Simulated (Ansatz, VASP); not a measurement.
**Ca5SiP2: VASP beside Ansatz**

```xyz
8
Lattice="4.9136 0.0000 0.0000 0.0000 4.9136 0.0000 0.0000 0.0000 11.5329" Properties=species:S:1:pos:R:3 pbc="T T T"
Ca    0.0000    2.4568    2.6760
Ca    2.4568    0.0000    2.6760
Ca    0.0000    2.4568    8.8569
Ca    2.4568    0.0000    8.8569
Ca    0.0000    0.0000    5.7665
Si    2.4568    2.4568    0.0000
P     0.0000    2.4568    0.0000
P     2.4568    0.0000    0.0000
```

Alike in both runs: functional PBE; k mesh 8 × 8 × 4; occupations gaussian, width 0.1 eV; no spin polarisation.

Ansatz relaxed the structure, and its values are those at the end. VASP's run is a single point on that final structure, the one shown.

|  | VASP | Ansatz |
| --- | --- | --- |
| version | VASP 6.6.1 | Ansatz 0.2.0 |
| potentials or method | VASP PAW PBE potentials, release 64 (Ca_sv, Si, P), cutoff 520 eV | scalar-relativistic, plane waves, PAW |
| valence electrons in the cell | 64 | 64 |

VASP gave:

- gap on the k mesh at the Fermi level (eV): none
- pressure (GPa): 0.0
- rms of the force components (eV/Å): 0.005

Q: Which values does Ansatz return?

A: gap on the k mesh at the Fermi level (eV): none; pressure (GPa): 0.0; rms of the force components (eV/Å): 0.002.

A gap of «none» marks a metal or a gap that the smearing closes.
